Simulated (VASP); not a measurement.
# Ge (Fm-3m) in VASP: single point with PBEsol

Aim: the single point of Ge with PBEsol.

Program: VASP 6.6.1. These are calculated values, not measurements. Logs are shortened: lines on timing, memory, paths and dates and some standing lists are left out, and cuts for length are marked.

## Step 1: The cell of the first run

The structure is cubic, space group Fm-3m (No. 225). Conventional cell: a = 4.209 Å, b = 4.209 Å, c = 4.209 Å, α = 90.00°, β = 90.00°, γ = 90.00°. Ge (site symmetry m-3m) has 12 Ge at 2.98 Å within 3.9 Å.

## Step 2: Single point, PBEsol

Input file INCAR:

```
SYSTEM = Ge
ALGO = Normal
EDIFF = 1E-6
ENCUT = 520
GGA = PS
ISIF = 2
ISMEAR = -1
LASPH = .TRUE.
LCHARG = .FALSE.
LREAL = .FALSE.
LWAVE = .FALSE.
NBANDS = 13
NELM = 100
PREC = Accurate
SIGMA = 0.13605693000000002
```

Input file KPOINTS:

```
k-points
0
G
  13 13 13
  0 0 0
```

Input file POSCAR:

```
Ge
1.0
    0.0000000000      2.1044877572      2.1044877572
    2.1044877572      0.0000000000      2.1044877572
    2.1044877572      2.1044877572      0.0000000000
Ge
1
Direct
    0.0000000000      0.0000000000      0.0000000000
```

Potentials or basis: VASP PAW PBE potentials, release 64 (Ge_d).

Command:

```console
cat potpaw_PBE.64/Ge_d/POTCAR > POTCAR
mpirun -np 1 vasp_std > vasp.out
```

OUTCAR:

```text
SYSTEM = Ge
   EDIFF = 1E-6
   ENCUT = 520
   GGA = PS
   ISIF = 2
   ISMEAR = -1
   LASPH = .TRUE.
   LREAL = .FALSE.
   NELM = 100
   PREC = Accurate

 ion  position               nearest neighbor table
   1  0.000  0.000  0.000-

  LATTYP: Found a face centered cubic cell.
 ALAT       =     4.2089755144

  Lattice vectors:

 A1 = (   0.0000000000,   2.1044877572,   2.1044877572)
 A2 = (   2.1044877572,   0.0000000000,   2.1044877572)
 A3 = (   2.1044877572,   2.1044877572,   0.0000000000)

Analysis of symmetry for initial positions (statically):
=====================================================================
 Subroutine PRICEL returns:
 Original cell was already a primitive cell.

 Routine SETGRP: Setting up the symmetry group for a
 face centered cubic supercell.

 Subroutine GETGRP returns: Found 48 space group operations
 (whereof 48 operations were pure point group operations)
 out of a pool of 48 trial point group operations.

The static configuration has the point symmetry O_h .

Analysis of symmetry for dynamics (positions and initial velocities):
=====================================================================
 Subroutine PRICEL returns:
 Original cell was already a primitive cell.

 Routine SETGRP: Setting up the symmetry group for a
 face centered cubic supercell.

 Subroutine GETGRP returns: Found 48 space group operations
 (whereof 48 operations were pure point group operations)
 out of a pool of 48 trial point group operations.

The dynamic configuration has the point symmetry O_h .

 Subroutine INISYM returns: Found 48 space group operations
 (whereof 48 operations are pure point group operations),
 and found     1 'primitive' translations

----------------------------------------------------------------------------------------

                                     Primitive cell

  volume of cell :      18.6410

  direct lattice vectors                    reciprocal lattice vectors
     0.000000000  2.104487757  2.104487757    -0.237587507  0.237587507  0.237587507
     2.104487757  0.000000000  2.104487757     0.237587507 -0.237587507  0.237587507
     2.104487757  2.104487757  0.000000000     0.237587507  0.237587507 -0.237587507

  length of vectors
     2.976195128  2.976195128  2.976195128     0.411513634  0.411513634  0.411513634

  position of ions in fractional coordinates (direct lattice)
     0.000000000  0.000000000  0.000000000

  ion indices of the primitive-cell ions
   primitive index   ion index
                 1           1

----------------------------------------------------------------------------------------

 KPOINTS: k-points

Automatic generation of k-mesh.
 Grid dimensions read from file:
 generate k-points for:   13   13   13

 Generating k-lattice:

  Cartesian coordinates                     Fractional coordinates (reciprocal lattice)
    -0.018275962  0.018275962  0.018275962     0.076923077  0.000000000  0.000000000
     0.018275962 -0.018275962  0.018275962     0.000000000  0.076923077  0.000000000
     0.018275962  0.018275962 -0.018275962     0.000000000  0.000000000  0.076923077

  Length of vectors
     0.031654895  0.031654895  0.031654895

  Shift w.r.t. Gamma in fractional coordinates (k-lattice)
     0.000000000  0.000000000  0.000000000

 Subroutine IBZKPT returns following result:
 ===========================================

 Found     84 irreducible k-points:

 Following reciprocal coordinates:
            Coordinates               Weight
  0.000000  0.000000  0.000000      1.000000
  0.076923  0.000000  0.000000      8.000000
  0.153846  0.000000  0.000000      8.000000
  0.230769  0.000000  0.000000      8.000000
  0.307692  0.000000  0.000000      8.000000
  0.384615  0.000000  0.000000      8.000000
[... 16 lines left out ...]
  0.384615  0.153846  0.000000     24.000000
  0.461538  0.153846  0.000000     24.000000
 [... further k-points ...]
   k-points           NKPTS =     84   k-points in BZ     NKDIM =     84   number of bands    NBANDS=     13
   number of dos      NEDOS =    301   number of ions     NIONS =      1
   total plane-waves  NPLWV =  13824
   dimension x,y,z NGX =    24 NGY =   24 NGZ =   24
   dimension x,y,z NGXF=    48 NGYF=   48 NGZF=   48
   ions per type =               1
   NGX,Y,Z   is equivalent  to a cutoff of  13.41, 13.41, 13.41 a.u.
   NGXF,Y,Z  is equivalent  to a cutoff of  26.81, 26.81, 26.81 a.u.
 SYSTEM =  Ge
   PREC   = accura    normal or accurate (medium, high low for compatibility)
   ISTART =      0    job   : 0-new  1-cont  2-samecut
   ICHARG =      2    charge: 1-file 2-atom 10-const
   ISPIN  =      1    spin polarized calculation?
   LNONCOLLINEAR =      F non collinear calculations
   LSORBIT =      F    spin-orbit coupling
   LASPH  =      T    aspherical Exc in radial PAW
   ENCUT  =  520.0 eV  38.22 Ry    6.18 a.u.   5.53  5.53  5.53*2*pi/ulx,y,z
   NELM   =    100;   NELMIN=  2; NELMDL= -5     # of ELM steps
   EDIFF  = 0.1E-05   stopping-criterion for ELM
   LREAL  =      F    real-space projection
   EDIFFG = 0.1E-04   stopping-criterion for IOM
   NSW    =      0    number of steps for IOM
   IBRION =     -1    ionic relax: 0-MD 1-quasi-New 2-CG
   NFREE  =      0    steps in history (QN), initial steepest desc. (CG)
   ISIF   =      2    stress and relaxation
   ISYM   =      2    0-nonsym 1-usesym 2-fastsym
   POTIM  = 0.5000    time-step for ionic-motion
   TEBEG  =    0.0;   TEEND  =   0.0 temperature during run
   PSTRESS=    0.0 pullay stress
   NELECT =      14.0000    total number of electrons
   NUPDOWN=      -1.0000    fix difference up-down
   EMIN   =  10.00;   EMAX   =-10.00  energy-range for DOS
   EFERMI =   0.00;   METHOD = LEGACY
   ISMEAR =    -1;   SIGMA  =   0.14  broadening in eV -4-tet -1-fermi 0-gaus
   EFERMI_NEDOS =   21; number of points for ismear=-14 and -15
   IALGO  =     38    algorithm
   IMIX   =      4    mixing-type and parameters
     AMIX     =   0.40;   BMIX     =  1.00
     AMIX_MAG =   1.60;   BMIX_MAG =  1.00
  volume/ion in A,a.u.               =      18.64       125.80
  Fermi-wavevector in a.u.,A,eV,Ry     =   1.488085  2.812073 30.128705  2.214397
  Thomas-Fermi vector in A             =   2.601164
   LORBIT       =      0    0 simple, 1 ext, 2 COOP (PROOUT), +10 PAW based schemes
   GGA     = PS    functional components
   LHFCALC =     F    Hartree Fock is set to
   AEXX    =    0.0000 exact exchange contribution
   IVDW    =     0    specifies the selected vdW correction
   LEPSILON=     F    determine dielectric tensor
   LRPA    =     F    only Hartree local field effects (RPA)
 non-spin polarized calculation
  energy-cutoff  :      520.00
  volume of cell :       18.64
 maximum number of plane-waves:       531
 NGX is ok and might be reduce to    24
   NGX = 11   NGY = 11   NGZ = 11

 number of electron      13.9999994 magnetization

 Free energy of the ion-electron system (eV)
  ---------------------------------------------------
  ext. energy  EPLUGINS =         0.00000000
  ---------------------------------------------------
  free energy    TOTEN  =        -4.66803818 eV

  energy without entropy =       -4.64024162  energy(sigma->0) =       -4.65413990

 E-fermi :   6.8715     XC(G=0): -11.4970

 val. band max:        6.8630390343   @ k =   0.3846   0.2308   0.0000
 cond. band min:       6.8853905419   @ k =   0.4615   0.3077   0.1538
 fundamental gap:      0.0223515076
 Fermi energy:         6.8715258958

 k-point     1 :       0.0000    0.0000    0.0000
  band No.  band energies     occupation
      1     -17.8554      2.00000
      2     -17.8554      2.00000
      3     -17.8554      2.00000
      4     -17.8033      2.00000
      5     -17.8033      2.00000
      6      -6.4956      2.00000
      7      15.8909      0.00000
      8      15.8909      0.00000
      9      15.8909      0.00000
     10      20.9524      0.00000
     11      20.9524      0.00000
     12      20.9524      0.00000
     13      21.9197      0.00000

 k-point     2 :       0.0769    0.0000    0.0000
  band No.  band energies     occupation
      1     -17.8553      2.00000
      2     -17.8522      2.00000
      3     -17.8522      2.00000
      4     -17.8035      2.00000
      5     -17.8035      2.00000
      6      -6.3464      2.00000
      7      14.4294      0.00000
      8      15.6579      0.00000
      9      15.6579      0.00000
     10      20.0759      0.00000
     11      21.3627      0.00000
     12      21.3627      0.00000
     13      23.8697      0.00000

 k-point     3 :       0.1538    0.0000    0.0000
  band No.  band energies     occupation
      1     -17.8553      2.00000
      2     -17.8452      2.00000
      3     -17.8452      2.00000
      4     -17.8018      2.00000
      5     -17.8018      2.00000
      6      -5.8990      2.00000
      7      11.6342      0.00000
      8      15.1504      0.00000
      9      15.1504      0.00000
     10      19.4902      0.00000
     11      22.1349      0.00000
     12      22.1349      0.00000
     13      24.6968      0.00000

 k-point     4 :       0.2308    0.0000    0.0000
  band No.  band energies     occupation
      1     -17.8558      2.00000
      2     -17.8418      2.00000
      3     -17.8418      2.00000
      4     -17.7933      2.00000
      5     -17.7933      2.00000
      6      -5.1545      2.00000
      7       8.7206      0.00000
      8      14.6273      0.00000
      9      14.6273      0.00000
     10      19.1244      0.00000
     11      21.8160      0.00000
     12      21.8160      0.00000
     13      23.6482      0.00000

 k-point     5 :       0.3077    0.0000    0.0000
  band No.  band energies     occupation
      1     -17.8569      2.00000
      2     -17.8440      2.00000
      3     -17.8440      2.00000
      4     -17.7782      2.00000
      5     -17.7782      2.00000
      6      -4.1201      2.00000
      7       5.9812      1.99713
      8      14.2093      0.00000
      9      14.2093      0.00000
     10      18.9562      0.00000
     11      20.8372      0.00000
     12      20.8372      0.00000
     13      22.4137      0.00000

 k-point     6 :       0.3846    0.0000    0.0000
  band No.  band energies     occupation
      1     -17.8582      2.00000
      2     -17.8480      2.00000
      3     -17.8480      2.00000
      4     -17.7634      2.00000
      5     -17.7634      2.00000
      6      -2.8252      2.00000
      7       3.5259      2.00000
      8      13.9319      0.00000
      9      13.9319      0.00000
     10      18.9726      0.00000
     11      20.0600      0.00000
     12      20.0600      0.00000
     13      21.4096      0.00000

 k-point     7 :       0.4615    0.0000    0.0000
  band No.  band energies     occupation
      1     -17.8591      2.00000
      2     -17.8507      2.00000
      3     -17.8507      2.00000
      4     -17.7547      2.00000
      5     -17.7547      2.00000
      6      -1.4548      2.00000
      7       1.5698      2.00000
      8      13.7965      0.00000
      9      13.7965      0.00000
     10      19.0870      0.00000
     11      19.6493      0.00000
     12      19.6493      0.00000
     13      20.7922      0.00000
[... 193 lines left out ...]
 k-point    20 :       0.1538    0.1538    0.0000
  band No.  band energies     occupation
      1     -17.8685      2.00000
      2     -17.8314      2.00000
      3     -17.8314      2.00000
      4     -17.8172      2.00000
      5     -17.7934      2.00000
      6      -5.6999      2.00000
      7      13.3979      0.00000
      8      13.3979      0.00000
      9      13.5426      0.00000
     10      17.2680      0.00000
     11      20.1037      0.00000
     12      24.5982      0.00000
     13      24.5982      0.00000

 k-point    21 :       0.2308    0.1538    0.0000
  band No.  band energies     occupation
      1     -17.8721      2.00000
      2     -17.8282      2.00000
      3     -17.8222      2.00000
      4     -17.8154      2.00000
      5     -17.7863      2.00000
      6      -5.1534      2.00000
      7      10.9249      0.00000
      8      12.7022      0.00000
      9      13.3780      0.00000
     10      17.2035      0.00000
     11      18.8424      0.00000
     12      24.9141      0.00000
     13      25.4832      0.00000

 k-point    22 :       0.3077    0.1538    0.0000
  band No.  band energies     occupation
      1     -17.8713      2.00000
      2     -17.8347      2.00000
      3     -17.8205      2.00000
      4     -17.8028      2.00000
      5     -17.7731      2.00000
      6      -4.3123      2.00000
      7       8.1842      0.00013
      8      12.2426      0.00000
      9      12.6186      0.00000
     10      16.9200      0.00000
     11      19.5447      0.00000
     12      24.6688      0.00000
     13      24.7588      0.00000

 k-point    23 :       0.3846    0.1538    0.0000
  band No.  band energies     occupation
      1     -17.8684      2.00000
      2     -17.8390      2.00000
      3     -17.8237      2.00000
      4     -17.7908      2.00000
      5     -17.7598      2.00000
      6      -3.1893      2.00000
      7       5.5907      1.99984
      8      11.7320      0.00000
      9      12.0462      0.00000
     10      16.4492      0.00000
     11      21.1971      0.00000
     12      23.6120      0.00000
     13      24.6571      0.00000

 k-point    24 :       0.4615    0.1538    0.0000
  band No.  band energies     occupation
      1     -17.8654      2.00000
      2     -17.8401      2.00000
      3     -17.8279      2.00000
      4     -17.7804      2.00000
      5     -17.7526      2.00000
      6      -1.8382      2.00000
      7       3.2982      2.00000
      8      10.9182      0.00000
      9      12.1217      0.00000
     10      16.3335      0.00000
     11      22.1913      0.00000
     12      22.6319      0.00000
     13      25.6342      0.00000

 [... further k-points ...]
[... 5 lines left out ...]
  --------------------------------------------------------------------------------------
  -------------------------------------------------------------------------------------
  Total       -0.0517772     -0.0517772     -0.0517772     -0.0000000      0.0000000     -0.0000000
  in kB       -4.4502077     -4.4502077     -4.4502077     -0.0000000      0.0000000     -0.0000000
  external PRESSURE =      -4.4502077 kB  Pullay stress =       0.0000000 kB

 VOLUME and BASIS-vectors are now :
 -----------------------------------------------------------------------------
  energy-cutoff  :      520.00
  volume of cell :       18.64
      direct lattice vectors                 reciprocal lattice vectors
     0.000000000  2.104487757  2.104487757    -0.237587507  0.237587507  0.237587507
     2.104487757  0.000000000  2.104487757     0.237587507 -0.237587507  0.237587507
     2.104487757  2.104487757  0.000000000     0.237587507  0.237587507 -0.237587507

 POSITION                                       TOTAL-FORCE (eV/Angst)
 -----------------------------------------------------------------------------------
      0.00000      0.00000      0.00000         0.000000      0.000000      0.000000
 -----------------------------------------------------------------------------------
    total drift:                               -0.000000      0.000000     -0.000000

  FREE ENERGIE OF THE ION-ELECTRON SYSTEM (eV)
  ---------------------------------------------------
  free  energy   TOTEN  =        -4.6680381821 eV

  energy  without entropy=       -4.6402416244  energy(sigma->0) =       -4.65413990
```

Run time: 5.3 s. Hardware: 1 thread of Intel Xeon 6975P-C (Granite Rapids), shared host; peak memory 0.14 GiB.

What came out:

```yaml
Free_energy: -4.6680 eV
Pressure: -0.4 GPa
Band_gap_on_the_k_mesh: zero (band 7 reaches 15.89 eV, above the bottom of band 8 at 4.42 eV)
```

Caveat: the PAW data sets were made with another functional, which shifts forces and pressure a little.
